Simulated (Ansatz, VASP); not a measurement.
# Two plane-wave programs on InP

```
In P
1.0
     0.00000    2.93050    2.93050
     2.93050    0.00000    2.93050
     2.93050    2.93050    0.00000
In P
1 1
Direct
  0.00000 0.00000 0.00000
  0.75000 0.75000 0.75000
```

Alike in both runs: task electric field gradients; functional r2SCAN; k mesh 11 × 11 × 11; occupations fermi-dirac, width 0.03 eV; no spin polarisation.

```csv
,VASP,Ansatz
version,VASP 6.6.1,Ansatz 0.2.0
potentials or method,"VASP PAW PBE potentials, release 64 (In_d, P)","PAW with Ansatz's default frozen-core files, scalar-relativistic"
plane-wave cutoff (eV),520,500
valence electrons in the cell,18,18
```

|  | VASP | Ansatz | Ansatz less VASP |
| --- | --- | --- | --- |
| gap on the k mesh at the Fermi level (eV) | 1.17 | 1.17 | -0.004 |
| pressure (GPa) | 1.6 | 1.7 | +0.12 |

VASP's potentials were made for PBE, not for r2SCAN. With one functional, cell and mesh, what is left measures potentials, basis and numerics.
